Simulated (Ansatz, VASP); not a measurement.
Two plane-wave programs on NbIn2Se3

File INCAR:

```
  PREC = Accurate
  ENCUT = 500
  EDIFF = 1E-7
  ISMEAR = 0
  SIGMA = 0.15
  LREAL = F
  LASPH = T
  NELM = 120
  ALGO = Normal
  ISIF = 3
  LWAVE = F
  LCHARG = F
  GGA = PE
  IBRION = 2
  NSW = 36
  EDIFFG = -0.08
  GGA_COMPAT = F
  NELMIN = 4
```

The input KPOINTS:

```
regular mesh
0
Gamma
  3 3 3
```

Contents of POSCAR:

```
NbIn2Se3
1.0
    3.0220933900      1.7448064300      5.1131813700
   -3.0220933900      1.7448064300      5.1131813700
    0.0000000000     -3.4896128700      5.1131813700
Nb In Se
1 2 3
Direct
    0.5000000000      0.5000000000      0.5000000000
    0.8733720200      0.8733720200      0.8733720200
    0.1266279800      0.1266279800      0.1266279800
    0.5000000000      0.0000000000      0.5000000000
    0.5000000000      0.5000000000      0.0000000000
    0.0000000000      0.5000000000      0.5000000000
```

Input for Ansatz:

```yaml
crystal:
  lattice:
    - [3.02209339, 1.74480643, 5.11318137]
    - [-3.02209339, 1.74480643, 5.11318137]
    - [0.0, -3.48961287, 5.11318137]
  atoms:
    - { symbol: Nb, position: [0.5, 0.5, 0.5] }
    - { symbol: In, position: [0.87337202, 0.87337202, 0.87337202] }
    - { symbol: In, position: [0.12662798, 0.12662798, 0.12662798] }
    - { symbol: Se, position: [0.5, 0.0, 0.5] }
    - { symbol: Se, position: [0.5, 0.5, 0.0] }
    - { symbol: Se, position: [0.0, 0.5, 0.5] }
basis:
  ecutwfc: 420
kpoints:
  mp_grid: { grid: [3, 3, 3] }
hamiltonian:
  xc: pbe
scf:
  occupations: { method: gaussian, width: 0.15 }
  lower_state_search: "off"
output:
  forces: true
  stress: true
  eigenvalues: true
relax:
  adjacent_minimum: "off"
  f_tol: 0.08
  max_steps: 16
  cell: { stress_tol: 0.8 }
```

Change from the starting cell: species swapped into the Zr2CoMo3 type (R-3m, No. 166).

Alike in both runs: task relaxation of cell and atoms; functional PBE; k mesh 3 × 3 × 3; occupations gaussian, width 0.15 eV; no spin polarisation.

```csv
,VASP,Ansatz
version,VASP 6.6.1,Ansatz 0.2.0
potentials or method,"VASP PAW PBE potentials, release 64 (Nb_sv, In_d, Se), cutoff 500 eV","scalar-relativistic, plane waves, PAW"
valence electrons in the cell,57,87
```

Ansatz gave:

| Item | Value |
| --- | --- |
| gap on the k mesh at the Fermi level, each at its own relaxed structure (eV) | none |
| relaxed volume (Å³/atom) | 25.63 |
| relaxed length of the cell vector where the two differ most in proportion (Å) | 5.378 |

Task: Which values does VASP return?

Result: gap on the k mesh at the Fermi level, each at its own relaxed structure (eV): none; relaxed volume (Å³/atom): 25.76; relaxed length of the cell vector where the two differ most in proportion (Å): 5.387.

A gap of «none» marks a metal or a gap that the smearing closes. VASP's potentials hold 57 valence electrons a cell and Ansatz's 87, so a difference there can come from the potentials and not from the codes.

The k mesh is coarse, so the values compare programs but aren't converged.
